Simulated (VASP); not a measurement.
# TiSi8O16 (a cell with a defect) in VASP: notebook

Runs on TiSi8O16 (a cell with a defect). Level: r2SCAN+D3(BJ). Tasks: single point.

Everything below comes from runs of VASP 6.6.1. Logs are shortened: lines on timing, memory, paths and dates and some standing lists are left out, and cuts for length are marked.

### Step 1. The cell of the first run

The cell holds a defect, 25 atoms: a = 5.908 Å, b = 5.908 Å, c = 5.331 Å, α = 90.00°, β = 90.00°, γ = 90.00°.

### Step 2. Single point, r2SCAN+D3(BJ)

File POSCAR:

```
TiSi8O16
1.0
   -4.1773000000     -4.1773000000      0.0000000000
    4.1773000000     -4.1773000000      0.0000000000
    0.0000000000      0.0000000000      5.3310000000
Si O Ti
8 16 1
Direct
    0.4867031336      0.4904888325      0.0247443256
   -0.0166975080      0.5028881095      0.2539112737
    0.4973282982      0.4971466019      0.5017501407
    0.0529234194      0.4812998827      0.7398638154
    0.0058996242      0.0177951069     -0.0001238042
    0.4949923395      0.0011822230      0.2621202401
    0.0159455869      0.0010206353      0.4889697993
    0.4794854332      0.0204839250      0.7614151191
    0.1955009216      0.4816467575      0.0163074470
   -0.0169744811      0.1935739593      0.2525060964
    0.7696482177      0.4884091399      0.0479189645
   -0.0002627295      0.8012667273      0.2448051022
    0.2008413329      0.4654095947      0.4785719377
    0.0022908338      0.1992781222      0.7413207653
    0.7920884303      0.5123445766      0.4967827800
    0.0920693989      0.7910642042      0.6679435378
    0.6625751083      0.0094024849      0.0156529732
    0.4760850310      0.7002372346      0.2627795911
    0.2926219089      0.0144331267      0.0076058901
    0.4996489359      0.2997604912      0.2653492778
    0.6977674574     -0.0137600843      0.5215629338
    0.4728097096      0.6926450099      0.7598745076
    0.3144000910      0.0327049769      0.4974927781
    0.4962188495      0.3120290618      0.7592382292
    0.8018083451      0.7422169823     -0.1901725755
```

File INCAR.step1:

```
SYSTEM = TiSi8O16
PREC     = Accurate       ! precision mode
ENCUT    = 580            ! plane-wave cutoff, eV
ISMEAR   = -1             ! smearing method
SIGMA    = 0.02           ! smearing width, eV
LREAL    = .False.        ! projectors in reciprocal space
LASPH    = .True.         ! aspherical terms in the spheres
NELM     = 120            ! most SCF steps
NBANDS   = 88             ! bands
GGA      = PE             ! functional
ALGO     = Normal         ! electronic algorithm
EDIFF    = 1E-5           ! SCF threshold, eV
LWAVE    = .True.         ! write WAVECAR
LCHARG   = .False.        ! write CHGCAR
GGA_COMPAT= .False.
```

File INCAR.step2:

```
SYSTEM = TiSi8O16
PREC     = Accurate       ! precision mode
ENCUT    = 580            ! plane-wave cutoff, eV
EDIFF    = 1E-6           ! SCF threshold, eV
ISMEAR   = -1             ! smearing method
SIGMA    = 0.02           ! smearing width, eV
LREAL    = .False.        ! projectors in reciprocal space
LASPH    = .True.         ! aspherical terms in the spheres
NELM     = 120            ! most SCF steps
ALGO     = Normal         ! electronic algorithm
ISIF     = 2              ! what is computed and relaxed
LWAVE    = .False.        ! write WAVECAR
LCHARG   = .False.        ! write CHGCAR
METAGGA  = R2SCAN         ! meta-GGA
LMIXTAU  = .True.       
IVDW     = 12             ! dispersion correction
VDW_S6   = 1.0          
VDW_S8   = 0.78981345   
VDW_A1   = 0.49484001   
VDW_A2   = 5.73083694   
NBANDS   = 88             ! bands
ISTART   = 1            
GGA_COMPAT= .False.
```

File KPOINTS:

```
regular mesh
0
Gamma
  2 2 2
  0 0 0
```

Potentials or basis: VASP PAW PBE potentials, release 64 (Si, O, Ti_sv).

The run is started by

```
> cat potpaw_PBE.64/Si/POTCAR potpaw_PBE.64/O/POTCAR potpaw_PBE.64/Ti_sv/POTCAR > POTCAR
> cp INCAR.step1 INCAR
> mpirun -np 1 vasp_std > vasp.out
> cp INCAR.step2 INCAR
> mpirun -np 1 vasp_std > vasp.out
```

OUTCAR:

```text
SYSTEM = TiSi8O16
   PREC = Accurate
   ENCUT = 580
   EDIFF = 1E-6
   ISMEAR = -1
   LREAL = .False.
   LASPH = .True.
   NELM = 120
   ISIF = 2
   METAGGA = R2SCAN
   IVDW = 12
   ISTART = 1
 IVDW          = 12

 ion  position               nearest neighbor table
   1  0.487  0.490  0.025-  11 1.68  20 1.71   9 1.72  24 1.77  18 1.77  22 1.85   3 2.54  25 2.64
                             3 2.79   4 2.98   8 3.11
   2  0.983  0.503  0.254-  11 1.68  15 1.72  12 1.77  13 1.77   9 1.79  10 1.83   4 2.63   4 2.77
                            25 2.96
   3  0.497  0.497  0.502-  20 1.72  15 1.74  18 1.75  24 1.76  13 1.77  22 1.80   1 2.54   1 2.79
                            25 2.83   4 2.92   8 3.14
   4  0.053  0.481  0.740-  13 1.65  14 1.69   9 1.70  16 1.88  15 2.02  25 2.17  11 2.35   2 2.63
                             2 2.77   3 2.92   1 2.98   5 3.08   7 3.14
   5  0.006  0.018  1.000-  19 1.69  10 1.71  14 1.75  12 1.83  17 2.03  25 2.27  16 2.28   7 2.61
                             7 2.73   8 3.07   4 3.08
   6  0.495  0.001  0.262-  17 1.65  23 1.66  20 1.76  18 1.78  19 1.81  21 1.83   8 2.67   8 2.67
                             7 3.08
   7  0.016  0.001  0.489-  16 1.63  10 1.71  12 1.76  23 1.77  14 1.79  21 1.89   5 2.61  25 2.62
                             5 2.73   6 3.08   8 3.10   4 3.14
   8  0.479  0.020  0.761-  23 1.71  19 1.72  24 1.73  17 1.74  21 1.83  22 1.94  25 2.53   6 2.67
                             6 2.67   5 3.07   7 3.10   1 3.11   3 3.14
   9  0.196  0.482  0.016-   4 1.70   1 1.72   2 1.79
  10  0.983  0.194  0.253-   5 1.71   7 1.71   2 1.83
  11  0.770  0.488  0.048-   2 1.68   1 1.68  25 1.97   4 2.35
  12  1.000  0.801  0.245-   7 1.76   2 1.77   5 1.83
  13  0.201  0.465  0.479-   4 1.65   3 1.77   2 1.77
  14  0.002  0.199  0.741-   4 1.69   5 1.75   7 1.79
  15  0.792  0.512  0.497-   2 1.72   3 1.74   4 2.02  25 2.15
  16  0.092  0.791  0.668-   7 1.63   4 1.88  25 1.90   5 2.28
  17  0.663  0.009  0.016-   6 1.65   8 1.74   5 2.03  25 2.09
  18  0.476  0.700  0.263-   3 1.75   1 1.77   6 1.78
  19  0.293  0.014  0.008-   5 1.69   8 1.72   6 1.81
  20  0.500  0.300  0.265-   1 1.71   3 1.72   6 1.76
  21  0.698  0.986  0.522-   8 1.83   6 1.83   7 1.89  25 2.19
  22  0.473  0.693  0.760-   3 1.80   1 1.85   8 1.94  25 1.98
  23  0.314  0.033  0.497-   6 1.66   8 1.71   7 1.77
  24  0.496  0.312  0.759-   8 1.73   3 1.76   1 1.77
  25  0.802  0.742  0.810-  16 1.90  11 1.97  22 1.98  17 2.09  15 2.15   4 2.17  21 2.19   5 2.27
                             8 2.53   7 2.62   1 2.64   3 2.83   2 2.96

  LATTYP: Found a simple tetragonal cell.
 ALAT       =     5.9075943141
 C/A-ratio  =     0.9023977810

  Lattice vectors:

 A1 = (  -4.1773000000,  -4.1773000000,   0.0000000000)
 A2 = (   4.1773000000,  -4.1773000000,   0.0000000000)
 A3 = (   0.0000000000,   0.0000000000,   5.3310000000)

Analysis of symmetry for initial positions (statically):
=====================================================================
 Subroutine PRICEL returns:
 Original cell was already a primitive cell.

 Routine SETGRP: Setting up the symmetry group for a
 simple tetragonal supercell.

 Subroutine GETGRP returns: Found  1 space group operations
 (whereof  1 operations were pure point group operations)
 out of a pool of 16 trial point group operations.

The static configuration has the point symmetry C_1 .

Analysis of symmetry for dynamics (positions and initial velocities):
=====================================================================
 Subroutine PRICEL returns:
 Original cell was already a primitive cell.

 Routine SETGRP: Setting up the symmetry group for a
 simple tetragonal supercell.

 Subroutine GETGRP returns: Found  1 space group operations
 (whereof  1 operations were pure point group operations)
 out of a pool of 16 trial point group operations.

The dynamic configuration has the point symmetry C_1 .

 Subroutine INISYM returns: Found  1 space group operations
 (whereof  1 operations are pure point group operations),
 and found     1 'primitive' translations

----------------------------------------------------------------------------------------

                                     Primitive cell

  volume of cell :     186.0501

[... 62 lines left out ...]

----------------------------------------------------------------------------------------

 KPOINTS: regular mesh

Automatic generation of k-mesh.
 Grid dimensions read from file:
 generate k-points for:    2    2    2

 Generating k-lattice:

  Cartesian coordinates                     Fractional coordinates (reciprocal lattice)
    -0.059847270 -0.059847270  0.000000000     0.500000000  0.000000000  0.000000000
     0.059847270 -0.059847270  0.000000000     0.000000000  0.500000000  0.000000000
     0.000000000  0.000000000  0.093791034     0.000000000  0.000000000  0.500000000

  Length of vectors
     0.084636821  0.084636821  0.093791034

  Shift w.r.t. Gamma in fractional coordinates (k-lattice)
     0.000000000  0.000000000  0.000000000

 Subroutine IBZKPT returns following result:
 ===========================================

 Found      8 irreducible k-points:

 Following reciprocal coordinates:
            Coordinates               Weight
  0.000000  0.000000  0.000000      1.000000
  0.500000  0.000000  0.000000      1.000000
  0.000000  0.500000  0.000000      1.000000
  0.500000  0.500000  0.000000      1.000000
  0.000000  0.000000  0.500000      1.000000
  0.500000  0.000000  0.500000      1.000000
  0.000000  0.500000  0.500000      1.000000
  0.500000  0.500000  0.500000      1.000000
   k-points           NKPTS =      8   k-points in BZ     NKDIM =      8   number of bands    NBANDS=     88
   number of dos      NEDOS =    301   number of ions     NIONS =     25
   total plane-waves  NPLWV =  96768
   dimension x,y,z NGX =    48 NGY =   48 NGZ =   42
   dimension x,y,z NGXF=    96 NGYF=   96 NGZF=   84
   ions per type =               8  16   1
   NGX,Y,Z   is equivalent  to a cutoff of  13.51, 13.51, 13.10 a.u.
   NGXF,Y,Z  is equivalent  to a cutoff of  27.02, 27.02, 26.20 a.u.
 SYSTEM =  TiSi8O16
   PREC   = accura    normal or accurate (medium, high low for compatibility)
   ISTART =      1    job   : 0-new  1-cont  2-samecut
   ICHARG =      0    charge: 1-file 2-atom 10-const
   ISPIN  =      1    spin polarized calculation?
   LNONCOLLINEAR =      F non collinear calculations
   LSORBIT =      F    spin-orbit coupling
   LASPH  =      T    aspherical Exc in radial PAW
   ENCUT  =  580.0 eV  42.63 Ry    6.53 a.u.  11.60 11.60 10.47*2*pi/ulx,y,z
   NELM   =    120;   NELMIN=  2; NELMDL=  0     # of ELM steps
   EDIFF  = 0.1E-05   stopping-criterion for ELM
   LREAL  =      F    real-space projection
   EDIFFG = 0.1E-04   stopping-criterion for IOM
   NSW    =      0    number of steps for IOM
   IBRION =     -1    ionic relax: 0-MD 1-quasi-New 2-CG
   NFREE  =      0    steps in history (QN), initial steepest desc. (CG)
   ISIF   =      2    stress and relaxation
   ISYM   =      2    0-nonsym 1-usesym 2-fastsym
   POTIM  = 0.5000    time-step for ionic-motion
   TEBEG  =    0.0;   TEEND  =   0.0 temperature during run
   PSTRESS=    0.0 pullay stress
   NELECT =     140.0000    total number of electrons
   NUPDOWN=      -1.0000    fix difference up-down
   EMIN   =  10.00;   EMAX   =-10.00  energy-range for DOS
   EFERMI =   0.00;   METHOD = LEGACY
   ISMEAR =    -1;   SIGMA  =   0.02  broadening in eV -4-tet -1-fermi 0-gaus
   EFERMI_NEDOS =   21; number of points for ismear=-14 and -15
   IALGO  =     38    algorithm
   IMIX   =      4    mixing-type and parameters
     AMIX     =   0.40;   BMIX     =  1.00
     AMIX_MAG =   1.60;   BMIX_MAG =  1.00
  volume/ion in A,a.u.               =       7.44        50.22
  Fermi-wavevector in a.u.,A,eV,Ry     =   1.489044  2.813885 30.167542  2.217252
  Thomas-Fermi vector in A             =   2.602002
   LORBIT       =      0    0 simple, 1 ext, 2 COOP (PROOUT), +10 PAW based schemes
   METAGGA = R2SCAN    functional components
   LHFCALC =     F    Hartree Fock is set to
   AEXX    =    0.0000 exact exchange contribution
   IVDW    =    12    specifies the selected vdW correction
   LEPSILON=     F    determine dielectric tensor
   LRPA    =     F    only Hartree local field effects (RPA)
 non-spin polarized calculation
  energy-cutoff  :      580.00
  volume of cell :      186.05
 maximum number of plane-waves:      5921
 NGX is ok and might be reduce to    48
   NGX = 23   NGY = 23   NGZ = 21

 number of electron     139.9999989 magnetization

 Free energy of the ion-electron system (eV)
  ---------------------------------------------------
  ext. energy  EPLUGINS =         0.00000000
  ---------------------------------------------------
  free energy    TOTEN  =      -235.98172643 eV

  energy without entropy =     -235.98172643  energy(sigma->0) =     -235.98172643

 E-fermi :  13.9780     XC(G=0): -13.3406

 val. band max:       13.4755578584   @ k =   0.5000   0.5000   0.5000
 cond. band min:      14.4350568469   @ k =   0.0000   0.0000   0.0000
 fundamental gap:      0.9594989885
 Fermi energy:        13.9780461100

 k-point     1 :       0.0000    0.0000    0.0000
  band No.  band energies     occupation
      1     -45.4812      2.00000
      2     -21.3525      2.00000
      3     -21.2241      2.00000
      4     -20.9529      2.00000
      5     -15.0890      2.00000
      6     -13.2313      2.00000
[... 669 lines left out ...]
     81      19.4382      0.00000
     82      19.5506      0.00000
 [bands above 82 left out]

------------------------ aborting loop because EDIFF is reached ----------------------------------------

 Edisp (eV)   -3.27742

 E8    (eV) :    -0.8794

  FORCE on cell =-STRESS in cart. coord.  units (eV):
  Direction    XX          YY          ZZ          XY          YZ          ZX
  --------------------------------------------------------------------------------------
  -------------------------------------------------------------------------------------
  Total      34.77668    47.31902    44.71612     8.44032    14.57040     7.29236
  in kB     299.48061   407.48941   385.07446    72.68415   125.47355    62.79845
  external pressure =      364.01 kB  Pullay stress =        0.00 kB

 VOLUME and BASIS-vectors are now :
 -----------------------------------------------------------------------------
  energy-cutoff  :      580.00
  volume of cell :      186.05
      direct lattice vectors                 reciprocal lattice vectors
    -4.177300000 -4.177300000  0.000000000    -0.119694540 -0.119694540  0.000000000
     4.177300000 -4.177300000  0.000000000     0.119694540 -0.119694540  0.000000000
     0.000000000  0.000000000  5.331000000     0.000000000  0.000000000  0.187582067

 POSITION                                       TOTAL-FORCE (eV/Angst)
 -----------------------------------------------------------------------------------
      0.01581     -4.08202      0.13191         0.026104      0.039100     -0.031154
     -2.00684     -6.20826      1.35360        -0.067235     -0.011685     -0.021142
     -0.00076     -4.15422      2.67483        -0.000583      0.036136      0.013316
      1.78946     -2.23161      3.94421         0.011758      0.027337      0.037542
      0.04969     -0.09898      5.33034        -0.001657      0.004299     -0.001845
     -2.06279     -2.07267      1.39736         0.011593      0.006319      0.006664
[... 17 lines left out ...]
     -0.76942     -3.37629      4.04750         0.011851     -0.000515     -0.003496
     -0.24893     -6.44986      4.31719         0.001060     -0.024017      0.027071
 -----------------------------------------------------------------------------------
    total drift:                               -0.000674     -0.002958      0.000115

  FREE ENERGIE OF THE ION-ELECTRON SYSTEM (eV)
  ---------------------------------------------------
  free  energy   TOTEN  =      -239.2591478963 eV

  energy  without entropy=     -239.2591478963  energy(sigma->0) =     -239.25914790
```

Wall time 15 min (1 thread of Oxide Virtual Turin-like, shared host); peak memory 0.36 GiB.

Results:

```
Free energy                : -239.2591 eV
Pressure                   : 36.4 GPa
Largest force              : 0.109 eV/Å
Band gap on the k mesh     : 0.96 eV
Dispersion energy per atom : -0.131 eV
```

Forces on the atoms (eV/Å):
```
Si   0.026  0.039 -0.031
Si  -0.067 -0.012 -0.021
Si  -0.001  0.036  0.013
Si   0.012  0.027  0.038
Si  -0.002  0.004 -0.002
Si   0.012  0.006  0.007
Si   0.045 -0.067 -0.022
Si   0.020  0.005 -0.010
O   -0.003  0.003 -0.002
O    0.002 -0.001  0.004
O   -0.012  0.001  0.016
O   -0.001  0.004  0.032
O   -0.015 -0.017 -0.001
O    0.000 -0.014 -0.019
O    0.010  0.031 -0.013
O   -0.079 -0.072 -0.021
O   -0.014 -0.033  0.000
O    0.025 -0.040  0.008
O    0.013  0.017  0.010
O   -0.039  0.036  0.012
O   -0.007 -0.016 -0.028
O    0.043  0.043 -0.019
O    0.020  0.043  0.024
O    0.012 -0.001 -0.003
Ti   0.001 -0.024  0.027
```

Caveat: the k points lie up to 0.59 Å⁻¹ apart; the PAW data sets were made with another functional, which shifts forces and pressure a little.

### Step 3. Single point, r2SCAN+D3(BJ)

File POSCAR:

```
TiSi8O16
1.0
   -4.1773000000     -4.1773000000      0.0000000000
    4.1773000000     -4.1773000000      0.0000000000
    0.0000000000      0.0000000000      5.3310000000
Si O Ti
8 16 1
Direct
    0.4765079118      0.4799563115      0.0046308385
    0.0027011467      0.4852046777      0.2697985369
    0.4957429440      0.5063186747      0.5021305571
    0.0018162449      0.4895379791      0.7462588633
    0.0295024298      0.0461428435      0.0074027387
    0.5249693582      0.0196585115      0.2437522041
    0.0008607234     -0.0179712972      0.5033834177
    0.4809561200      0.0200122088      0.7345828175
    0.1863998276      0.4922658176      0.0062464828
    0.0169456347      0.1937038278      0.2739624836
    0.8078823642      0.4499099897      0.0140140687
    0.0006067316      0.7717771048      0.2850317014
    0.1978464558      0.4951825342      0.5050204464
    0.0191668063      0.1939332823      0.7399878072
    0.7977047375      0.4798113614      0.5096599137
    0.0116460393      0.7846331362      0.7328032264
    0.6558789170      0.0812247145     -0.0429298443
    0.4985678548      0.6781879444      0.2446212718
    0.3022278745     -0.0032632322      0.0027240668
    0.4845828645      0.3048150719      0.2611980867
    0.6986863524      0.0127834965      0.5155514913
    0.5057358820      0.7001212506      0.7579292816
    0.3098994566     -0.0095219400      0.4892052148
    0.4697093817      0.3203973859      0.7398700056
    0.7720811290      0.7816413712      0.0121136747
```

File INCAR.step1:

```
PREC = Accurate
ENCUT = 580
ISMEAR = -1
SIGMA = 0.02
LREAL = F
LASPH = T
NELM = 120
NBANDS = 88
GGA = PE
ALGO = Normal
EDIFF = 1E-5
LWAVE = T
LCHARG = F
GGA_COMPAT = F
```

File INCAR.step2:

```
PREC = Accurate
ENCUT = 580
EDIFF = 1E-6
ISMEAR = -1
SIGMA = 0.02
LREAL = F
LASPH = T
NELM = 120
ALGO = Normal
ISIF = 2
LWAVE = F
LCHARG = F
METAGGA = R2SCAN
LMIXTAU = T
IVDW = 12
VDW_S6 = 1.0
VDW_S8 = 0.78981345
VDW_A1 = 0.49484001
VDW_A2 = 5.73083694
NBANDS = 88
ISTART = 1
GGA_COMPAT = F
```

File KPOINTS:

```
regular mesh
0
Gamma
  2 2 2
```

Potentials or basis: VASP PAW PBE potentials, release 64 (Si, O, Ti_sv).

The run is started by

```
> cat potpaw_PBE.64/Si/POTCAR potpaw_PBE.64/O/POTCAR potpaw_PBE.64/Ti_sv/POTCAR > POTCAR
> cp INCAR.step1 INCAR
> mpirun -np 1 vasp_std > vasp.out
> cp INCAR.step2 INCAR
> mpirun -np 1 vasp_std > vasp.out
```

It took 14 min on 1 thread of Oxide Virtual Turin-like, shared host; peak memory 0.35 GiB.

The run converged. Its results:

```
Free energy                : -238.9024 eV
Pressure                   : 36.0 GPa
Largest force              : 0.894 eV/Å
Band gap on the k mesh     : 0.29 eV
Dispersion energy per atom : -0.131 eV
```

Forces in eV/Å, atoms in the order of the input:
```
Si   0.021 -0.005 -0.090
Si  -0.023 -0.133 -0.012
Si  -0.019  0.087  0.034
Si  -0.090 -0.041  0.134
Si   0.146  0.004 -0.048
Si  -0.061  0.111  0.051
Si  -0.023  0.084  0.063
Si   0.075 -0.108  0.011
O    0.013  0.021 -0.004
O   -0.060  0.064  0.061
O   -0.013 -0.293 -0.493
O   -0.079 -0.016  0.122
O   -0.038 -0.064  0.049
O   -0.268 -0.067 -0.073
O   -0.012  0.009  0.087
O    0.047  0.373  0.131
O    0.155 -0.573 -0.668
O   -0.044  0.288  0.148
O   -0.137 -0.089 -0.062
O   -0.220  0.030 -0.090
O   -0.068 -0.028  0.064
O    0.053 -0.004  0.039
O   -0.052  0.134 -0.030
O    0.150  0.174 -0.023
Ti   0.545  0.041  0.596
```

Stress tensor (GPa, compression positive):
```
42.60 -7.98 -8.83
-7.98 29.38  0.13
-8.83  0.13 35.93
```

Levels at points of the mesh, in eV from the valence-band top:
```
           k point  band 67  band 68  band 69  band 70  band 71  band 72  band 73  band 74
(0.00, 0.00, 0.00)    -5.80    -5.49    -2.01    -0.40     0.35     1.42     1.83     2.48
(0.50, 0.00, 0.00)    -6.17    -5.69    -1.72    -0.28     0.49     1.94     2.21     2.42
(0.00, 0.50, 0.00)    -6.23    -5.97    -1.87    -0.30     0.29     1.77     2.26     2.78
(0.50, 0.50, 0.00)    -6.31    -5.80    -1.70    -0.29     0.46     2.15     2.29     2.97
(0.00, 0.00, 0.50)    -6.04    -5.66    -1.64     0.00     0.78     2.30     2.80     3.01
(0.50, 0.00, 0.50)    -6.09    -5.82    -1.48    -0.06     0.87     2.30     3.00     3.16
(0.00, 0.50, 0.50)    -6.13    -5.89    -1.69    -0.14     0.79     2.34     2.72     3.16
(0.50, 0.50, 0.50)    -6.36    -6.12    -1.47    -0.12     0.86     2.46     3.03     3.43
```

Caveat: the k points lie up to 0.59 Å⁻¹ apart; the PAW data sets were made with another functional, which shifts forces and pressure a little.
